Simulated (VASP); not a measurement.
# Mo6H in VASP: further runs, part 2 of 2

VASP 6.6.1. The steps go on from the part before.

## Step 4: Single point, PBE

Input file INCAR:

```
SYSTEM = Mo6H
PREC = Accurate
ENCUT = 520
EDIFF = 1E-6
ISMEAR = 0
SIGMA = 0.1
LREAL = .FALSE.
LASPH = .TRUE.
NELM = 60
ALGO = Normal
ISIF = 2
LWAVE = .FALSE.
LCHARG = .FALSE.
LDIPOL = .TRUE.
IDIPOL = 3
DIPOL = 0.5 0.5 0.335
GGA = PE
NBANDS = 52
```

Input file KPOINTS:

```
regular mesh
0
G
  6 6 1
  0 0 0
```

Input file POSCAR:

```
Mo6H
1.0
    4.4695765307      0.0000000000      0.0000000000
   -2.2347882654      3.8707668198      0.0000000000
    0.0000000000      0.0000000000     19.7595667350
Mo H
6 1
Direct
    0.6666666667      0.3333333333      0.2024335884
    0.3333333333      0.6666666667      0.2486060831
    0.0000000000      0.0000000000      0.2947785777
    0.6666666667      0.3333333333      0.3368821116
    0.3333333333      0.6666666667      0.3779725564
    0.0000000000      0.0000000000      0.4180034333
    0.2222222222      0.6666666667      0.4676507849
```

Potentials or basis: VASP PAW PBE potentials, release 64 (Mo_sv, H).

Started as:

```
$ cat potpaw_PBE.64/Mo_sv/POTCAR potpaw_PBE.64/H/POTCAR > POTCAR
$ mpirun -np 1 vasp_std > vasp.out
```

OUTCAR:

```text
SYSTEM = Mo6H
   PREC = Accurate
   ENCUT = 520
   EDIFF = 1E-6
   ISMEAR = 0
   LREAL = .FALSE.
   LASPH = .TRUE.
   NELM = 60
   ISIF = 2
   GGA = PE

 ion  position               nearest neighbor table
   1  0.667  0.333  0.202-   4 2.66   2 2.74   2 2.74   2 2.74   3 3.16   3 3.16   3 3.16
   2  0.333  0.667  0.249-   5 2.56   3 2.74   3 2.74   3 2.74   1 2.74   1 2.74   1 2.74   4 3.11
                             4 3.11   4 3.11
   3  0.000  0.000  0.295-   6 2.43   4 2.71   4 2.71   4 2.71   2 2.74   2 2.74   2 2.74   5 3.06
                             5 3.06   5 3.06   1 3.16   1 3.16   1 3.16
   4  0.667  0.333  0.337-   1 2.66   5 2.71   5 2.71   5 2.71   3 2.71   3 2.71   3 2.71   6 3.04
                             6 3.04   6 3.04   2 3.11   2 3.11   2 3.11
   5  0.333  0.667  0.378-   7 1.84   2 2.56   6 2.70   6 2.70   6 2.70   4 2.71   4 2.71   4 2.71
                             3 3.06   3 3.06   3 3.06
   6  0.000  0.000  0.418-   3 2.43   5 2.70   5 2.70   5 2.70   4 3.04   4 3.04   4 3.04
   7  0.222  0.667  0.468-   5 1.84

  LATTYP: Found a hexagonal cell.
 ALAT       =     4.4695765307
[... 201 lines left out ...]
      1     -60.4152      2.00000
      2     -60.1659      2.00000
      3     -60.1464      2.00000
      4     -60.0893      2.00000
      5     -59.9931      2.00000
      6     -59.9012      2.00000
[... 1089 lines left out ...]
     51       2.2497      0.00000
     52       2.6825      0.00000

------------------------ aborting loop because EDIFF is reached ----------------------------------------

 vacuum level on the upper side and lower side of the slab       (xc-potential included)         0.033        -0.293

  FORCE on cell =-STRESS in cart. coord.  units (eV):
  Direction    XX          YY          ZZ          XY          YZ          ZX
  --------------------------------------------------------------------------------------
  -------------------------------------------------------------------------------------
  Total       -5.6545978     -5.9435741     -0.2599572      0.4904815      0.0847997     -0.1779441
  in kB      -26.5015633    -27.8559169     -1.2183488      2.2987535      0.3974333     -0.8339754
  external PRESSURE =     -18.5252763 kB  Pullay stress =       0.0000000 kB

 VOLUME and BASIS-vectors are now :
 -----------------------------------------------------------------------------
  energy-cutoff  :      520.00
  volume of cell :      341.85
      direct lattice vectors                 reciprocal lattice vectors
     4.469576531  0.000000000  0.000000000     0.223734842  0.129173371  0.000000000
    -2.234788265  3.870766820  0.000000000     0.000000000  0.258346743  0.000000000
     0.000000000  0.000000000 19.759566735     0.000000000  0.000000000  0.050608397

 POSITION                                       TOTAL-FORCE (eV/Angst)
 -----------------------------------------------------------------------------------
      2.23479      1.29026      4.00000         0.046571     -0.003099      1.786894
     -0.00000      2.58051      4.91235        -0.009807     -0.008104     -1.323342
      0.00000      0.00000      5.82470        -0.055740      0.001583     -1.087609
      2.23479      1.29026      6.65664        -0.135635      0.039930     -0.421619
     -0.00000      2.58051      7.46857         0.028078      0.041046      0.450699
      0.00000      0.00000      8.25957         0.476353     -0.218938      0.597028
     -0.49662      2.58051      9.24058        -0.349820      0.147582     -0.002050
 -----------------------------------------------------------------------------------
    total drift:                                0.000008      0.000001     -0.000122

  FREE ENERGIE OF THE ION-ELECTRON SYSTEM (eV)
  ---------------------------------------------------
  free  energy   TOTEN  =       -62.5854751364 eV

  energy  without entropy=      -62.5412151590  energy(sigma->0) =      -62.56334515

 vacuum level on the upper side and lower side of the slab         4.680         4.307
```

OSZICAR:

```text
N       E                     dE             d eps       ncg     rms          rms(c)
DAV:   1     0.840727666919E+03    0.84073E+03   -0.52713E+04  2792   0.142E+03
DAV:   2    -0.337127513067E+02   -0.87444E+03   -0.85467E+03  2428   0.421E+02
DAV:   3    -0.674150437460E+02   -0.33702E+02   -0.32606E+02  2676   0.704E+01
[... 21 lines left out ...]
DAV:  25    -0.625854202882E+02   -0.50328E-04   -0.50595E-06  1936   0.701E-03    0.352E-03
DAV:  26    -0.625854454192E+02   -0.25131E-04   -0.12383E-06  1624   0.391E-03    0.202E-03
DAV:  27    -0.625854716363E+02   -0.26217E-04   -0.34579E-06  1856   0.446E-03    0.116E-03
DAV:  28    -0.625854745039E+02   -0.28676E-05   -0.30494E-07  1448   0.198E-03    0.619E-04
DAV:  29    -0.625854751364E+02   -0.63252E-06   -0.75095E-08  1336   0.112E-03
   1 F= -.62585475E+02 E0= -.62563345E+02  d E =-.442600E-01
```

stdout:

```text
POSCAR found type information on POSCAR MoH
 POSCAR found :  2 types and       7 ions
 scaLAPACK will be used
 LDA part: xc-table for (Slater+PW92), standard interpolation
 POSCAR, INCAR and KPOINTS ok, starting setup
 FFT: planning ... GRIDC
 FFT: planning ... GRID_SOFT
 FFT: planning ... GRID
 WAVECAR not read
 entering main loop
```

Run time: 23 min. Hardware: 1 thread of Intel Xeon 8259CL, shared host; peak memory 0.62 GiB.

What came out:

```yaml
Free_energy: -62.5855 eV
Largest_force: 1.788 eV/Å
Band_gap_on_the_k_mesh: zero (an odd number of electrons rules out a gap without spin polarisation)
```

Forces on the atoms (eV/Å):
```
Mo   0.047 -0.003  1.787
Mo  -0.010 -0.008 -1.323
Mo  -0.056  0.002 -1.088
Mo  -0.136  0.040 -0.422
Mo   0.028  0.041  0.451
Mo   0.476 -0.219  0.597
H   -0.350  0.148 -0.002
```

Levels at points of the mesh, in eV from the Fermi level:
```
           k point  band 41  band 42  band 43  band 44  band 45  band 46
(0.00, 0.00, 0.00)    -1.17    -1.10    -0.52     0.97     1.13     1.23
(0.50, 0.00, 0.00)    -0.64     0.04     0.04     0.21     0.64     0.85
(0.00, 0.50, 0.00)    -0.64     0.00     0.04     0.16     0.65     1.08
(0.50, 0.50, 0.00)    -0.64     0.03     0.04     0.08     0.69     1.20
```

## Step 5: Overview

| cell | gap on the mesh (eV) | largest force (eV/Å) |
| --- | --- | --- |
| as given, atomic positions A | none | 1.79 |
| as given, atomic positions B | none | 2.56 |
| as given, atomic positions C | none | 1.79 |

Alike in all rows: task single point; level PBE; potentials or basis VASP PAW PBE potentials, release 64 (Mo_sv, H); no spin polarisation; k mesh 6 × 6 × 1; cutoff (eV) 520; smearing gaussian 0.1 eV.

Absolute energies hang on the potentials; compare differences alone.
